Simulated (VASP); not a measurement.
# TiC (zincblende type) (F-43m) in VASP: notebook, part 2 of 3

VASP 6.6.1. Earlier steps stand in the parts before.

**4. Single point, PBE**

Input file INCAR:

```
PREC = Accurate
ENCUT = 520
EDIFF = 1E-7
ISMEAR = -1
SIGMA = 0.05
LREAL = False
LASPH = True
NELM = 100
ALGO = Normal
ISIF = 2
LWAVE = False
LCHARG = True
GGA = PE
LELF = True
LVHAR = True
NBANDS = 15
```

Input file KPOINTS:

```
regular mesh
0
Gamma
  15 15 15
```

Input file POSCAR:

```
TiC
1.0
    0.0000000000      2.3641273732      2.3641273732
    2.3641273732      0.0000000000      2.3641273732
    2.3641273732      2.3641273732      0.0000000000
Ti C
1 1
Direct
    0.0000000000      0.0000000000      0.0000000000
    0.2500000000      0.2500000000      0.2500000000
```

Potentials or basis: VASP PAW PBE potentials, release 64 (Ti_sv, C).

Run with:

```console
$ cat potpaw_PBE.64/Ti_sv/POTCAR potpaw_PBE.64/C/POTCAR > POTCAR
$ mpirun -np 1 vasp_std > vasp.out
```

OUTCAR:

```text
PREC = Accurate
   ENCUT = 520
   EDIFF = 1E-7
   ISMEAR = -1
   LREAL = False
   LASPH = True
   NELM = 100
   ISIF = 2
   GGA = PE

 ion  position               nearest neighbor table
   1  0.000  0.000  0.000-   2 2.05   2 2.05   2 2.05   2 2.05
   2  0.250  0.250  0.250-   1 2.05   1 2.05   1 2.05   1 2.05

  LATTYP: Found a face centered cubic cell.
 ALAT       =     4.7282547464

  Lattice vectors:

 A1 = (   0.0000000000,   2.3641273732,   2.3641273732)
 A2 = (   2.3641273732,   0.0000000000,   2.3641273732)
 A3 = (   2.3641273732,   2.3641273732,   0.0000000000)

Analysis of symmetry for initial positions (statically):
=====================================================================
 Subroutine PRICEL returns:
 Original cell was already a primitive cell.

 Routine SETGRP: Setting up the symmetry group for a
 face centered cubic supercell.

 Subroutine GETGRP returns: Found 24 space group operations
 (whereof 24 operations were pure point group operations)
 out of a pool of 48 trial point group operations.

The static configuration has the point symmetry T_d .

Analysis of symmetry for dynamics (positions and initial velocities):
=====================================================================
 Subroutine PRICEL returns:
 Original cell was already a primitive cell.

 Routine SETGRP: Setting up the symmetry group for a
 face centered cubic supercell.

 Subroutine GETGRP returns: Found 24 space group operations
 (whereof 24 operations were pure point group operations)
 out of a pool of 48 trial point group operations.

The dynamic configuration has the point symmetry T_d .

 Subroutine INISYM returns: Found 24 space group operations
 (whereof 24 operations are pure point group operations),
 and found     1 'primitive' translations

----------------------------------------------------------------------------------------

                                     Primitive cell

[... 119 lines left out ...]
   LEPSILON=     F    determine dielectric tensor
   LRPA    =     F    only Hartree local field effects (RPA)
 non-spin polarized calculation
  energy-cutoff  :      520.00
  volume of cell :       26.43
 maximum number of plane-waves:       728
 NGX is ok and might be reduce to    28
   NGX = 13   NGY = 13   NGZ = 13

 number of electron      16.0000002 magnetization

 Free energy of the ion-electron system (eV)
  ---------------------------------------------------
  ext. energy  EPLUGINS =         0.00000000
  ---------------------------------------------------
  free energy    TOTEN  =       -17.35951579 eV

  energy without entropy =      -17.35936846  energy(sigma->0) =      -17.35944213

 E-fermi :   6.0632     XC(G=0): -11.0642

 val. band max:        5.7638154542   @ k =  -0.2667   0.4667   0.2000
 cond. band min:       6.3332861693   @ k =  -0.2667   0.4667   0.2000
 fundamental gap:      0.5694707151
 Fermi energy:         6.0632174089

 k-point     1 :       0.0000    0.0000    0.0000
  band No.  band energies     occupation
      1     -50.3747      2.00000
      2     -26.5329      2.00000
      3     -26.5329      2.00000
      4     -26.5329      2.00000
      5      -4.4771      2.00000
      6       3.8852      2.00000
      7       3.8852      2.00000
      8       3.8852      2.00000
      9       8.1483      0.00000
     10       8.1483      0.00000
     11      11.6529      0.00000
     12      13.6806      0.00000
     13      13.6806      0.00000
     14      13.6806      0.00000
[... 401 lines left out ...]
      2     -26.5955      2.00000
      3     -26.5533      2.00000
      4     -26.5516      2.00000
      5      -3.9239      2.00000
      6       3.2681      2.00000
      7       4.1872      2.00000
      8       4.2013      2.00000
      9       7.6049      0.00000
     10       8.3178      0.00000
     11      12.4617      0.00000
     12      12.9133      0.00000
     13      13.0890      0.00000
     14      13.4644      0.00000
     15      19.2762      0.00000

 [... further k-points ...]

------------------------ aborting loop because EDIFF is reached ----------------------------------------

  FORCE on cell =-STRESS in cart. coord.  units (eV):
  Direction    XX          YY          ZZ          XY          YZ          ZX
  --------------------------------------------------------------------------------------
  -------------------------------------------------------------------------------------
  Total        0.0209512      0.0209512      0.0209512     -0.0000000     -0.0000000      0.0000000
  in kB        1.2702158      1.2702158      1.2702158     -0.0000000     -0.0000000      0.0000000
  external PRESSURE =       1.2702158 kB  Pullay stress =       0.0000000 kB

 VOLUME and BASIS-vectors are now :
 -----------------------------------------------------------------------------
  energy-cutoff  :      520.00
  volume of cell :       26.43
      direct lattice vectors                 reciprocal lattice vectors
     0.000000000  2.364127373  2.364127373    -0.211494527  0.211494527  0.211494527
     2.364127373  0.000000000  2.364127373     0.211494527 -0.211494527  0.211494527
     2.364127373  2.364127373  0.000000000     0.211494527  0.211494527 -0.211494527

 POSITION                                       TOTAL-FORCE (eV/Angst)
 -----------------------------------------------------------------------------------
      0.00000      0.00000      0.00000        -0.000000      0.000000      0.000000
      1.18206      1.18206      1.18206         0.000000     -0.000000     -0.000000
 -----------------------------------------------------------------------------------
    total drift:                                0.000001      0.000001      0.000001

  FREE ENERGIE OF THE ION-ELECTRON SYSTEM (eV)
  ---------------------------------------------------
  free  energy   TOTEN  =       -17.3595157889 eV

  energy  without entropy=      -17.3593684623  energy(sigma->0) =      -17.35944213
```

stdout:

```text
POSCAR found type information on POSCAR TiC
 POSCAR found :  2 types and       2 ions
 scaLAPACK will be used
 LDA part: xc-table for (Slater+PW92), standard interpolation
 POSCAR, INCAR and KPOINTS ok, starting setup
 FFT: planning ... GRIDC
 FFT: planning ... GRID_SOFT
 FFT: planning ... GRID
 WAVECAR not read
 entering main loop
```

It took 2 min on 1 thread of Intel Xeon 8259CL, shared host; peak memory 0.19 GiB.

Results:

```yaml
Free_energy: -17.3595 eV
Pressure: 0.1 GPa
Band_gap_on_the_k_mesh: 0.57 eV
```

Caveat: an odd mesh through Γ misses points on the zone boundary, where band edges can lie.

**5. Relaxation of cell and atoms, PBE**

This run uses another cell than the first one, of 12.94 Å³/atom.

Input file INCAR:

```
SYSTEM = TiC
ALGO = Normal
EDIFF = 1E-6
EDIFFG = -0.005
ENCUT = 600
GGA = PE
IBRION = 2
ISIF = 3
ISMEAR = -1
LASPH = .TRUE.
LCHARG = .FALSE.
LREAL = .FALSE.
LWAVE = .FALSE.
NELM = 60
NSW = 100
PREC = Accurate
SIGMA = 0.05
```

Input file KPOINTS:

```
k-points
0
G
  15 15 15
  0 0 0
```

Input file POSCAR:

```
TiC
1.0
    0.0000000000      2.3476622039      2.3476622039
    2.3476622039      0.0000000000      2.3476622039
    2.3476622039      2.3476622039      0.0000000000
Ti C
1 1
Direct
    0.0000000000      0.0000000000      0.0000000000
    0.2500000000      0.2500000000      0.2500000000
```

Potentials or basis: VASP PAW PBE potentials, release 64 (Ti_sv, C).

Run with:

```console
$ cat potpaw_PBE.64/Ti_sv/POTCAR potpaw_PBE.64/C/POTCAR > POTCAR
$ mpirun -np 1 vasp_std > vasp.out
```

OUTCAR:

```text
SYSTEM = TiC
   EDIFF = 1E-6
   EDIFFG = -0.005
   ENCUT = 600
   GGA = PE
   IBRION = 2
   ISIF = 3
   ISMEAR = -1
   LASPH = .TRUE.
   LREAL = .FALSE.
   NELM = 60
   NSW = 100
   PREC = Accurate

 ion  position               nearest neighbor table
   1  0.000  0.000  0.000-   2 2.03   2 2.03   2 2.03   2 2.03
   2  0.250  0.250  0.250-   1 2.03   1 2.03   1 2.03   1 2.03

  LATTYP: Found a face centered cubic cell.
 ALAT       =     4.6953244078

  Lattice vectors:

 A1 = (   0.0000000000,   2.3476622039,   2.3476622039)
 A2 = (   2.3476622039,   0.0000000000,   2.3476622039)
 A3 = (   2.3476622039,   2.3476622039,   0.0000000000)

Analysis of symmetry for initial positions (statically):
=====================================================================
 Subroutine PRICEL returns:
[... 265 lines left out ...]
      4     -26.5379      2.00000
      5      -4.4794      2.00000
      6       3.8824      2.00000
      7       3.8824      2.00000
      8       3.8824      2.00000
      9       8.1438      0.00000
     10       8.1438      0.00000
     11      11.6470      0.00000
     12      13.6737      0.00000
[... 331 lines left out ...]
 k-point    24 :       0.2000    0.1333    0.0000
  band No.  band energies     occupation
      1     -50.3707      2.00000
      2     -26.6004      2.00000
      3     -26.5583      2.00000
      4     -26.5566      2.00000
      5      -3.9266      2.00000
      6       3.2654      2.00000
      7       4.1842      2.00000
      8       4.1984      2.00000
      9       7.6008      0.00000
     10       8.3132      0.00000
     11      12.4552      0.00000
     12      12.9065      0.00000

 [... further k-points ...]

------------------------ aborting loop because EDIFF is reached ----------------------------------------

  FORCE on cell =-STRESS in cart. coord.  units (eV):
  Direction    XX          YY          ZZ          XY          YZ          ZX
  --------------------------------------------------------------------------------------
  -------------------------------------------------------------------------------------
  Total       -0.0041600     -0.0041600     -0.0041600      0.0000000      0.0000000      0.0000000
  in kB       -0.2521184     -0.2521184     -0.2521184      0.0000000      0.0000000      0.0000000
  external PRESSURE =      -0.2521184 kB  Pullay stress =       0.0000000 kB
[... 17 lines left out ...]
  FREE ENERGIE OF THE ION-ELECTRON SYSTEM (eV)
  ---------------------------------------------------
  free  energy   TOTEN  =       -17.3592638411 eV

  energy  without entropy=      -17.3591170927  energy(sigma->0) =      -17.35919047

 reached required accuracy - stopping structural energy minimisation
```

OSZICAR:

```text
N       E                     dE             d eps       ncg     rms          rms(c)
DAV:   1     0.134439378019E+03    0.13444E+03   -0.92068E+03  2880   0.168E+03
DAV:   2    -0.102547874003E+02   -0.14469E+03   -0.13796E+03  2952   0.395E+02
DAV:   3    -0.230700578833E+02   -0.12815E+02   -0.12324E+02  4048   0.109E+02
[... 31 lines left out ...]
DAV:   6    -0.173590097141E+02   -0.51814E-03   -0.13472E-03  3820   0.203E-01    0.935E-02
DAV:   7    -0.173592564400E+02   -0.24673E-03   -0.70525E-04  3184   0.300E-01    0.649E-02
DAV:   8    -0.173592593623E+02   -0.29223E-05   -0.21337E-04  3228   0.148E-01    0.134E-02
DAV:   9    -0.173592632979E+02   -0.39356E-05   -0.79611E-06  3480   0.268E-02    0.354E-03
DAV:  10    -0.173592638411E+02   -0.54322E-06   -0.18414E-06  2856   0.870E-03
   3 F= -.17359264E+02 E0= -.17359190E+02  d E =-.620133E-02
```

CONTCAR:

```text
TiC
   1.00000000000000
    -0.0000000000000000    2.3644194887917083    2.3644194887917083
     2.3644194887917083    0.0000000000000000    2.3644194887917083
     2.3644194887917083    2.3644194887917083   -0.0000000000000000
  Ti              C
     1     1
Direct
     0.0000000000000000    0.0000000000000000    0.0000000000000000
     0.2500000000000000    0.2500000000000000    0.2500000000000000

  0.00000000E+00  0.00000000E+00  0.00000000E+00
  0.00000000E+00  0.00000000E+00  0.00000000E+00
```

Run time: 3.4 min. Hardware: 1 thread of Intel Xeon 8259CL, shared host; peak memory 0.2 GiB.

Results:

```
Free energy                           : -17.3593 eV
Relaxed volume                        : 13.22 Å³/atom
Relaxed cell                          : a = 3.344 Å, b = 3.344 Å, c = 3.344 Å, α = 60.00°, β = 60.00°, γ = 60.00°
Space group after relaxing (to 0.1 Å) : F-43m (No. 216)
Energy gained by relaxing             : 3.1 meV/atom
Ionic steps                           : 3
Pressure after relaxing               : 0.0 GPa
Band gap on the k mesh                : 0.57 eV
```

Step by step:
| step | energy change (eV) | largest force (eV/Å) | pressure (GPa) | volume (Å³) |
| --- | --- | --- | --- | --- |
| 1 | 0.0000 | 0.0000 | 3.66 | 25.88 |
| 2 | -0.0003 | 0.0000 | -3.29 | 27.00 |
| 3 | -0.0062 | 0.0000 | -0.03 | 26.44 |

Final structure:
```
CELL_PARAMETERS angstrom
0.00000 2.36442 2.36442
2.36442 0.00000 2.36442
2.36442 2.36442 0.00000
ATOMIC_POSITIONS crystal
Ti 0.00000 0.00000 0.00000
C 0.25000 0.25000 0.25000
```

Levels at points of the mesh, in eV from the valence-band top:
```
           k point  band 5  band 6  band 7  band 8  band 9  band 10  band 11  band 12
(0.00, 0.00, 0.00)  -10.24   -1.88   -1.88   -1.88    2.38     2.38     5.89     7.91
```

Caveat: an odd mesh through Γ misses points on the zone boundary, where band edges can lie.

(Continued in part 3 of 3.)
